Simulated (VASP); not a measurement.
Write the native input for VASP 6.6.1 that does the following.

| Quantity | Value |
| --- | --- |
| Task | single point |
| Functional | PBE |
| Potentials or basis | VASP PAW PBE potentials, release 64 (Yb, H) |
| Cutoff | 520 eV |
| k mesh | 7 × 7 × 7 |
| Occupations | fermi-dirac, width 0.05 eV |
| Spin | collinear spin, ferromagnetic start |
| Starting moments | [0.8, 0.0, 0.0, 0.0] μB |
| Fixed moment | 0.8 μB |
| Dipole correction | no |
| Further INCAR settings | ALGO = Normal; EDIFF = 1e-07; NBANDS = 26 |

The structure of YbH3 lies in POSCAR:

```
YbH3
1.0
    0.0000000000      2.6049710000      2.6049710000
    2.6049710000      0.0000000000      2.6049710000
    2.6049710000      2.6049710000      0.0000000000
Yb H
1 3
Direct
    0.0000000000      0.0000000000      0.0000000000
    0.5000000000      0.5000000000      0.5000000000
    0.2500000000      0.2500000000      0.2500000000
    0.7500000000      0.7500000000      0.7500000000
```

One way to write it, as run:

INCAR

```
ALGO = Normal
EDIFF = 1E-7
ENCUT = 520
GGA = PE
ISIF = 2
ISMEAR = -1
ISPIN = 2
LASPH = True
LCHARG = True
LELF = True
LMAXMIX = 6
LORBIT = 11
LREAL = False
LVHAR = True
LWAVE = False
MAGMOM = 0.8 0 0 0
NBANDS = 26
NELM = 150
NUPDOWN = 0.8
PREC = Accurate
SIGMA = 0.05
```

KPOINTS

```
k-points
0
Gamma
  7 7 7
```

Potentials or basis: VASP PAW PBE potentials, release 64 (Yb, H).

Command:

```console
$ cat potpaw_PBE.64/Yb/POTCAR potpaw_PBE.64/H/POTCAR > POTCAR
$ mpirun -np 1 vasp_std > vasp.out
```

It gave:

```
Pressure                                              : -5.2 GPa
Net moment                                            : 0.80 μB per cell
Site moments                                          : Yb +0.56; H +0.05, +0.02 (each value once) μB
Valence electrons inside the program's atomic spheres : Yb 22.01; H 0.47, 0.55 (each value once)
```

Caveat: the cell stands under tension; the total moment is fixed, so each spin has its own Fermi level.

It took 68 s on 1 thread of Intel(R) Xeon(R) Platinum 8375C CPU @ 2.90GHz (Ice Lake) (shared host), peak memory 0.2 GiB.
